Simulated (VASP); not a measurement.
# TiO (Cmcm) in VASP: single point with r2SCAN+U

Aim: the single point of TiO with r2SCAN+U.

All numbers are computed with VASP 6.6.1; they aren't measurements. Logs are shortened: lines on timing, memory, paths and dates and some standing lists are left out, and cuts for length are marked.

### 1 The cell of the first run

Symmetry: Cmcm, No. 63, orthorhombic system. Conventional cell: a = 3.150 Å, b = 4.960 Å, c = 5.571 Å, α = 90.00°, β = 90.00°, γ = 90.00°. Ti (site symmetry m2m) has 6 O at 2.16 to 2.26 Å within 2.9 Å. Within 2.9 Å of O (site symmetry 2/m) lie 6 Ti at 2.16 to 2.26 Å and 2 O at 2.79 Å.

### 2 Single point, r2SCAN+U (strain +0.1000 x Voigt [1, 0, 0, 0, 0, 0])

Input file POSCAR:

```
TiO
1.0
    3.1497650240      0.0000000000      0.0000000000
   -1.5748825120      2.4797968425      0.0000000000
    0.0000000000      0.0000000000      5.5705398661
Ti O
2 2
Direct
    0.3333333333      0.6666666667      0.2500000000
    0.6666666667      0.3333333333      0.7500000000
    0.0000000000      0.0000000000      0.0000000000
    0.0000000000      0.0000000000      0.5000000000
```

Input file INCAR.step1:

```
SYSTEM = TiO
ALGO = Normal
EDIFF = 1E-4
ENCUT = 520
GGA = PE
ISMEAR = 0
LASPH = .TRUE.
LCHARG = .FALSE.
LDAU = .TRUE.
LDAUJ = 0 0
LDAUL = 2 -1
LDAUTYPE = 2
LDAUU = 4 0
LMAXMIX = 4
LREAL = .FALSE.
LWAVE = .TRUE.
NBANDS = 26
NELM = 150
PREC = Accurate
SIGMA = 0.03
```

Input file INCAR.step2:

```
SYSTEM = TiO
ALGO = Normal
EDIFF = 1E-6
ENCUT = 520
ISIF = 2
ISMEAR = 0
ISTART = 1
LASPH = .TRUE.
LCHARG = .TRUE.
LDAU = .TRUE.
LDAUJ = 0 0
LDAUL = 2 -1
LDAUPRINT = 1
LDAUTYPE = 2
LDAUU = 4 0
LELF = .TRUE.
LMAXMIX = 4
LMIXTAU = .TRUE.
LREAL = .FALSE.
LVHAR = .TRUE.
LWAVE = .FALSE.
METAGGA = R2SCAN
NBANDS = 26
NELM = 150
PREC = Accurate
SIGMA = 0.03
```

Input file KPOINTS:

```
k-points
0
G
  12 12 6
  0 0 0
```

Potentials or basis: VASP PAW PBE potentials, release 64 (Ti_sv, O).

Command:

```console
$ cat potpaw_PBE.64/Ti_sv/POTCAR potpaw_PBE.64/O/POTCAR > POTCAR
$ cp INCAR.step1 INCAR
$ mpirun -np 1 vasp_std > vasp.out
$ cp INCAR.step2 INCAR
$ mpirun -np 1 vasp_std > vasp.out
```

OUTCAR:

```text
SYSTEM = TiO
   EDIFF = 1E-6
   ENCUT = 520
   ISIF = 2
   ISMEAR = 0
   ISTART = 1
   LASPH = .TRUE.
   LREAL = .FALSE.
   METAGGA = R2SCAN
   NELM = 150
   PREC = Accurate

 ion  position               nearest neighbor table
   1  0.333  0.667  0.250-   3 2.16   4 2.16   3 2.26   4 2.26   3 2.26   4 2.26
   2  0.667  0.333  0.750-   3 2.16   4 2.16   3 2.26   4 2.26   3 2.26   4 2.26
   3  0.000  0.000  0.000-   1 2.16   2 2.16   2 2.26   1 2.26   2 2.26   1 2.26
   4  0.000  0.000  0.500-   1 2.16   2 2.16   2 2.26   1 2.26   2 2.26   1 2.26

  Warning from LATTYP: Monoclinic adjustment (A1->A3, A2->A1, A3->A2)!
  LATTYP: Found a base centered orthorhombic cell.
 ALAT       =     3.1497650240
 B/A-ratio  =     1.5745916433
 C/A-ratio  =     1.7685572808

  Lattice vectors:

 A1 = (   1.5748825120,  -2.4797968425,   0.0000000000)
 A2 = (   1.5748825120,   2.4797968425,   0.0000000000)
 A3 = (   0.0000000000,   0.0000000000,   5.5705398661)

Analysis of symmetry for initial positions (statically):
=====================================================================
 Subroutine PRICEL returns:
 Original cell was already a primitive cell.

 Routine SETGRP: Setting up the symmetry group for a
 base centered orthorhombic supercell.

 Subroutine GETGRP returns: Found  8 space group operations
 (whereof  4 operations were pure point group operations)
 out of a pool of  8 trial point group operations.

The static configuration has the point symmetry C_2h.
 The point group associated with its full space group is D_2h.

Analysis of symmetry for dynamics (positions and initial velocities):
=====================================================================
 Subroutine PRICEL returns:
 Original cell was already a primitive cell.

 Routine SETGRP: Setting up the symmetry group for a
 base centered orthorhombic supercell.

 Subroutine GETGRP returns: Found  8 space group operations
 (whereof  4 operations were pure point group operations)
 out of a pool of  8 trial point group operations.

The dynamic configuration has the point symmetry C_2h.
 The point group associated with its full space group is D_2h.

 Subroutine INISYM returns: Found  8 space group operations
 (whereof  4 operations are pure point group operations),
 and found     1 'primitive' translations

----------------------------------------------------------------------------------------

                                     Primitive cell

  volume of cell :      43.5102

  direct lattice vectors                    reciprocal lattice vectors
     3.149765024  0.000000000  0.000000000     0.317484000  0.201629420  0.000000000
    -1.574882512  2.479796842  0.000000000     0.000000000  0.403258841  0.000000000
     0.000000000  0.000000000  5.570539866     0.000000000  0.000000000  0.179515814

  length of vectors
     3.149765024  2.937626135  5.570539866     0.376099074  0.403258841  0.179515814

  position of ions in fractional coordinates (direct lattice)
     0.333333333  0.666666667  0.250000000
     0.666666667  0.333333333  0.750000000
     0.000000000  0.000000000  0.000000000
     0.000000000  0.000000000  0.500000000

  ion indices of the primitive-cell ions
   primitive index   ion index
[... 99 lines left out ...]
  Thomas-Fermi vector in A             =   2.643483
   LORBIT       =      0    0 simple, 1 ext, 2 COOP (PROOUT), +10 PAW based schemes
 LDA+U is selected, type is set to LDAUTYPE =  2
   angular momentum for each species LDAUL =     2   -1
   U (eV)           for each species LDAUU =   4.0  0.0
   J (eV)           for each species LDAUJ =   0.0  0.0
   METAGGA = R2SCAN    functional components
   LHFCALC =     F    Hartree Fock is set to
   AEXX    =    0.0000 exact exchange contribution
   IVDW    =     0    specifies the selected vdW correction
   LEPSILON=     F    determine dielectric tensor
   LRPA    =     F    only Hartree local field effects (RPA)
 non-spin polarized calculation
 Gauss-broadening in eV      SIGMA  =   0.03
  energy-cutoff  :      520.00
  volume of cell :       43.51
 maximum number of plane-waves:      1196
   NGX = 11   NGY = 11   NGZ = 21

atom =   1  type =  1  l = 2

 onsite density matrix

spin component  1

  0.2145 -0.0000  0.0000 -0.0000  0.0000
 -0.0000  0.0773  0.0000 -0.0000  0.0000
  0.0000  0.0000  0.3451 -0.0000  0.0344
 -0.0000 -0.0000 -0.0000  0.0665 -0.0000
  0.0000  0.0000  0.0344 -0.0000  0.2070

spin component  2

  0.2145 -0.0000  0.0000 -0.0000  0.0000
 -0.0000  0.0773  0.0000 -0.0000  0.0000
  0.0000  0.0000  0.3451 -0.0000  0.0344
 -0.0000 -0.0000 -0.0000  0.0665 -0.0000
  0.0000  0.0000  0.0344 -0.0000  0.2070

 occupancies and eigenvectors

  o =  0.0665  v =  0.0000 -0.0000 -0.0000 -1.0000  0.0000  0.0000  0.0000  0.0000  0.0000  0.0000      0.0000  0.0000  0.0000  0.0000  0.0000  0.0000  0.0000  0.0000  0.0000  0.0000
  o =  0.0665  v =  0.0000  0.0000  0.0000  0.0000  0.0000  0.0000 -0.0000 -0.0000 -1.0000  0.0000      0.0000  0.0000  0.0000  0.0000  0.0000  0.0000  0.0000  0.0000  0.0000  0.0000
  o =  0.0773  v =  0.0000  1.0000  0.0000 -0.0000  0.0000  0.0000  0.0000  0.0000  0.0000  0.0000      0.0000  0.0000  0.0000  0.0000  0.0000  0.0000  0.0000  0.0000  0.0000  0.0000
  o =  0.0773  v =  0.0000  0.0000  0.0000  0.0000  0.0000  0.0000  1.0000  0.0000 -0.0000  0.0000      0.0000  0.0000  0.0000  0.0000  0.0000  0.0000  0.0000  0.0000  0.0000  0.0000
  o =  0.1989  v =  0.0000  0.0000  0.2292 -0.0000 -0.9734  0.0000  0.0000  0.0000  0.0000  0.0000      0.0000  0.0000  0.0000  0.0000  0.0000  0.0000  0.0000  0.0000  0.0000  0.0000
  o =  0.1989  v =  0.0000  0.0000  0.0000  0.0000  0.0000  0.0000  0.0000  0.2292 -0.0000 -0.9734      0.0000  0.0000  0.0000  0.0000  0.0000  0.0000  0.0000  0.0000  0.0000  0.0000
  o =  0.2145  v =  0.0000  0.0000  0.0000  0.0000  0.0000  1.0000  0.0000  0.0000  0.0000  0.0000      0.0000  0.0000  0.0000  0.0000  0.0000  0.0000  0.0000  0.0000  0.0000  0.0000
  o =  0.2145  v =  1.0000  0.0000  0.0000  0.0000  0.0000  0.0000  0.0000  0.0000  0.0000  0.0000      0.0000  0.0000  0.0000  0.0000  0.0000  0.0000  0.0000  0.0000  0.0000  0.0000
  o =  0.3532  v =  0.0000  0.0000 -0.9734  0.0000 -0.2292  0.0000  0.0000  0.0000  0.0000  0.0000      0.0000  0.0000  0.0000  0.0000  0.0000  0.0000  0.0000  0.0000  0.0000  0.0000
  o =  0.3532  v =  0.0000  0.0000  0.0000  0.0000  0.0000  0.0000  0.0000 -0.9734  0.0000 -0.2292      0.0000  0.0000  0.0000  0.0000  0.0000  0.0000  0.0000  0.0000  0.0000  0.0000

atom =   2  type =  1  l = 2

 onsite density matrix

spin component  1

  0.2145 -0.0000  0.0000 -0.0000  0.0000
 -0.0000  0.0773  0.0000 -0.0000 -0.0000
  0.0000  0.0000  0.3451 -0.0000  0.0344
 -0.0000 -0.0000 -0.0000  0.0665 -0.0000
  0.0000 -0.0000  0.0344 -0.0000  0.2070

spin component  2

  0.2145 -0.0000  0.0000 -0.0000  0.0000
 -0.0000  0.0773  0.0000 -0.0000 -0.0000
  0.0000  0.0000  0.3451 -0.0000  0.0344
 -0.0000 -0.0000 -0.0000  0.0665 -0.0000
  0.0000 -0.0000  0.0344 -0.0000  0.2070

 occupancies and eigenvectors

  o =  0.0665  v =  0.0000 -0.0000  0.0000 -1.0000 -0.0000  0.0000  0.0000  0.0000  0.0000  0.0000      0.0000  0.0000  0.0000  0.0000  0.0000  0.0000  0.0000  0.0000  0.0000  0.0000
  o =  0.0665  v =  0.0000  0.0000  0.0000  0.0000  0.0000  0.0000 -0.0000  0.0000 -1.0000 -0.0000      0.0000  0.0000  0.0000  0.0000  0.0000  0.0000  0.0000  0.0000  0.0000  0.0000
  o =  0.0773  v =  0.0000  1.0000  0.0000  0.0000  0.0000  0.0000  0.0000  0.0000  0.0000  0.0000      0.0000  0.0000  0.0000  0.0000  0.0000  0.0000  0.0000  0.0000  0.0000  0.0000
  o =  0.0773  v =  0.0000  0.0000  0.0000  0.0000  0.0000  0.0000  1.0000  0.0000  0.0000  0.0000      0.0000  0.0000  0.0000  0.0000  0.0000  0.0000  0.0000  0.0000  0.0000  0.0000
  o =  0.1989  v =  0.0000  0.0000  0.2292  0.0000 -0.9734  0.0000  0.0000  0.0000  0.0000  0.0000      0.0000  0.0000  0.0000  0.0000  0.0000  0.0000  0.0000  0.0000  0.0000  0.0000
  o =  0.1989  v =  0.0000  0.0000  0.0000  0.0000  0.0000  0.0000  0.0000  0.2292  0.0000 -0.9734      0.0000  0.0000  0.0000  0.0000  0.0000  0.0000  0.0000  0.0000  0.0000  0.0000
  o =  0.2145  v =  0.0000  0.0000  0.0000  0.0000  0.0000  1.0000  0.0000  0.0000  0.0000  0.0000      0.0000  0.0000  0.0000  0.0000  0.0000  0.0000  0.0000  0.0000  0.0000  0.0000
  o =  0.2145  v =  1.0000  0.0000  0.0000  0.0000  0.0000  0.0000  0.0000  0.0000  0.0000  0.0000      0.0000  0.0000  0.0000  0.0000  0.0000  0.0000  0.0000  0.0000  0.0000  0.0000
  o =  0.3532  v =  0.0000 -0.0000 -0.9734  0.0000 -0.2292  0.0000  0.0000  0.0000  0.0000  0.0000      0.0000  0.0000  0.0000  0.0000  0.0000  0.0000  0.0000  0.0000  0.0000  0.0000
  o =  0.3532  v =  0.0000  0.0000  0.0000  0.0000  0.0000  0.0000 -0.0000 -0.9734  0.0000 -0.2292      0.0000  0.0000  0.0000  0.0000  0.0000  0.0000  0.0000  0.0000  0.0000  0.0000

 number of electron      35.9999983 magnetization

 Free energy of the ion-electron system (eV)
  ---------------------------------------------------
  ext. energy  EPLUGINS =         0.00000000
  ---------------------------------------------------
  free energy    TOTEN  =       -42.32505154 eV

  energy without entropy =      -42.32469014  energy(sigma->0) =      -42.32487084

 E-fermi :  10.6596     XC(G=0): -12.9753

 val. band max:       10.6192054521   @ k =   0.0000   0.5000   0.1667
 cond. band min:      10.6607448110   @ k =   0.0000   0.1667   0.0000
 fundamental gap:      0.0415393590
 Fermi energy:        10.6595963216

 k-point     1 :       0.0000    0.0000    0.0000
  band No.  band energies     occupation
      1     -50.7219      2.00000
      2     -50.6911      2.00000
      3     -26.1341      2.00000
      4     -25.8093      2.00000
      5     -25.7931      2.00000
      6     -25.7784      2.00000
[... 685 lines left out ...]
     25      14.0242      0.00000
     26      14.4071      0.00000

 [... further k-points ...]
[... 5 lines left out ...]
  --------------------------------------------------------------------------------------
  -------------------------------------------------------------------------------------
  Total       -8.2744233     -1.4493809     -0.8888245      0.0000000     -0.0000000      0.0000000
  in kB     -304.6889957    -53.3705353    -32.7291738      0.0000000     -0.0000000      0.0000000
  external PRESSURE =    -130.2629016 kB  Pullay stress =       0.0000000 kB

 VOLUME and BASIS-vectors are now :
 -----------------------------------------------------------------------------
  energy-cutoff  :      520.00
  volume of cell :       43.51
      direct lattice vectors                 reciprocal lattice vectors
     3.149765024  0.000000000  0.000000000     0.317484000  0.201629420  0.000000000
    -1.574882512  2.479796842  0.000000000     0.000000000  0.403258841  0.000000000
     0.000000000  0.000000000  5.570539866     0.000000000  0.000000000  0.179515814

 POSITION                                       TOTAL-FORCE (eV/Angst)
 -----------------------------------------------------------------------------------
     -0.00000      1.65320      1.39263         0.000000     -0.002132     -0.000000
      1.57488      0.82660      4.17790        -0.000000      0.002132      0.000000
      0.00000      0.00000      0.00000         0.000000      0.000000      0.000000
      0.00000      0.00000      2.78527         0.000000      0.000000      0.000000
 -----------------------------------------------------------------------------------
    total drift:                               -0.000000      0.000000     -0.000000

  FREE ENERGIE OF THE ION-ELECTRON SYSTEM (eV)
  ---------------------------------------------------
  free  energy   TOTEN  =       -42.3250515392 eV

  energy  without entropy=      -42.3246901449  energy(sigma->0) =      -42.32487084
```

Run time: 11 min. Hardware: 1 thread of Intel Xeon Platinum 8488C (Sapphire Rapids), shared host; peak memory 0.29 GiB.

Results:

```yaml
Free_energy: -42.3251 eV
Pressure: -13.0 GPa
Band_gap_on_the_k_mesh: zero (band 18 reaches 10.92 eV, above the bottom of band 19 at 10.22 eV)
```

Forces on the atoms (eV/Å):
```
Ti   0.000 -0.002  0.000
Ti   0.000  0.002  0.000
O    0.000  0.000  0.000
O    0.000  0.000  0.000
```

Eigenvalues of the final occupation matrices:
```tsv
site	spin	trace	eigenvalues
site 1 d	1	0.91	0.07 0.08 0.20 0.21 0.35
site 1 d	2	0.91	0.07 0.08 0.20 0.21 0.35
site 2 d	1	0.91	0.07 0.08 0.20 0.21 0.35
site 2 d	2	0.91	0.07 0.08 0.20 0.21 0.35
```

Caveat: the cell differs from its parent crystal (strain +0.1000 x Voigt [1, 0, 0, 0, 0, 0]); the PAW data sets were made with another functional, which shifts forces and pressure a little; U without spin polarisation on a metal has little footing.
